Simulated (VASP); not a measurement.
Write the native input for VASP 6.6.1 that does the following.

| Item | Value |
| --- | --- |
| Task | density of states |
| Functional | PBE |
| Potentials or basis | VASP PAW PBE potentials, release 64 (As) |
| Cutoff | 520 eV |
| k mesh | 15 × 15 × 15 |
| Occupations | fermi-dirac, width 0.05 eV |
| Spin | no spin polarisation |
| Dipole correction | no |
| k mesh for the DOS | 23 × 23 × 23 |
| Occupations for the DOS | tetrahedron |
| Further INCAR settings | ALGO = Normal; EDIFF = 1e-06 |

Crystal: As.

```
As
1.0
     0.00000    1.60780    1.60780
     1.60780    0.00000    1.60780
     1.60780    1.60780    0.00000
As
1
Direct
  0.00000 0.00000 0.00000
```

This cell differs from its parent crystal: volume scaled by 0.43.

The input as run:

POSCAR

```
As
1.0
    0.0000000000      1.6077995199      1.6077995199
    1.6077995199      0.0000000000      1.6077995199
    1.6077995199      1.6077995199      0.0000000000
As
1
Direct
    0.0000000000      0.0000000000      0.0000000000
```

INCAR.step1

```
SYSTEM = As
PREC     = Accurate       ! precision mode
ENCUT    = 520            ! plane-wave cutoff, eV
EDIFF    = 1E-6           ! SCF threshold, eV
ISMEAR   = -1             ! smearing method
SIGMA    = 0.05           ! smearing width, eV
LREAL    = .False.        ! projectors in reciprocal space
LASPH    = .True.         ! aspherical terms in the spheres
NELM     = 80             ! most SCF steps
ALGO     = Normal         ! electronic algorithm
ISIF     = 2              ! what is computed and relaxed
LWAVE    = .False.        ! write WAVECAR
LCHARG   = .True.         ! write CHGCAR
GGA      = PE             ! functional
NBANDS   = 8              ! bands
```

KPOINTS.step1

```
Automatic mesh
0
Gamma
  15 15 15
  0 0 0
```

INCAR.step2

```
SYSTEM = As
PREC     = Accurate       ! precision mode
ENCUT    = 520            ! plane-wave cutoff, eV
EDIFF    = 1E-6           ! SCF threshold, eV
ISMEAR   = -5             ! smearing method
SIGMA    = 0.05           ! smearing width, eV
LREAL    = .False.        ! projectors in reciprocal space
LASPH    = .True.         ! aspherical terms in the spheres
NELM     = 80             ! most SCF steps
ALGO     = Normal         ! electronic algorithm
ISIF     = 2              ! what is computed and relaxed
LWAVE    = .False.        ! write WAVECAR
LCHARG   = .False.        ! write CHGCAR
GGA      = PE             ! functional
LORBIT   = 10             ! projections on sites
NEDOS    = 2001           ! points of the DOS
ICHARG   = 11             ! starting density
```

KPOINTS.step2

```
Automatic mesh
0
Gamma
  23 23 23
  0 0 0
```

Potentials or basis: VASP PAW PBE potentials, release 64 (As).

Command:

```bash
$ cat potpaw_PBE.64/As/POTCAR > POTCAR
$ cp INCAR.step1 INCAR
$ cp KPOINTS.step1 KPOINTS
$ mpirun -np 1 vasp_std > vasp.out
$ cp INCAR.step2 INCAR
$ cp KPOINTS.step2 KPOINTS
$ mpirun -np 1 vasp_std > vasp.out
```

It gave:

```yaml
Valence_electrons_inside_the_program's_atomic_spheres: As 3.70
```

Run time: 13 s on 1 thread of Intel(R) Xeon(R) Platinum 8488C (Sapphire Rapids), on a shared host, peak memory 0.13 GiB.
